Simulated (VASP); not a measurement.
Write the native input for VASP 6.6.1 that does the following.

```
Task                   : single point
Functional             : PBEsol
Potentials or basis    : VASP PAW PBE potentials, release 64 (Ru_pv)
Cutoff                 : 520 eV
k mesh                 : 18 × 18 × 18
Occupations            : gaussian, width 0.1 eV
Spin                   : no spin polarisation
Dipole correction      : no
Further INCAR settings : ALGO = Fast; EDIFF = 1e-06; NBANDS = 13
```

The structure of Ru lies in POSCAR:

```
Ru
1.0
    0.0000000000      1.8840506428      1.8840506428
    1.8840506428      0.0000000000      1.8840506428
    1.8840506428      1.8840506428      0.0000000000
Ru
1
Direct
    0.0000000000      0.0000000000      0.0000000000
```

These files were run (other wordings do the same):

INCAR

```
PREC = Accurate ; ENCUT = 520
EDIFF = 1E-6 ; ISMEAR = 0
SIGMA = 0.1 ; LREAL = F
LASPH = T ; NELM = 60
ALGO = Fast ; ISIF = 2
LWAVE = F ; LCHARG = F
GGA = PS ; NBANDS = 13
```

KPOINTS

```
regular mesh
0
Gamma
  18 18 18
```

Potentials or basis: VASP PAW PBE potentials, release 64 (Ru_pv).

Run with:

```sh
$ cat potpaw_PBE.64/Ru_pv/POTCAR > POTCAR
$ mpirun -np 1 vasp_std > vasp.out
```

It gave:

The pressure is -0.1 GPa and the band gap on the k mesh is zero (band 7 reaches 15.23 eV, above the bottom of band 8 at 11.68 eV).

Caveat: the PAW data sets were made with another functional, which shifts forces and pressure a little.

Run time: 12 s on 1 thread of Intel(R) Xeon(R) 6975P-C (Granite Rapids) (shared host), peak memory 0.15 GiB.
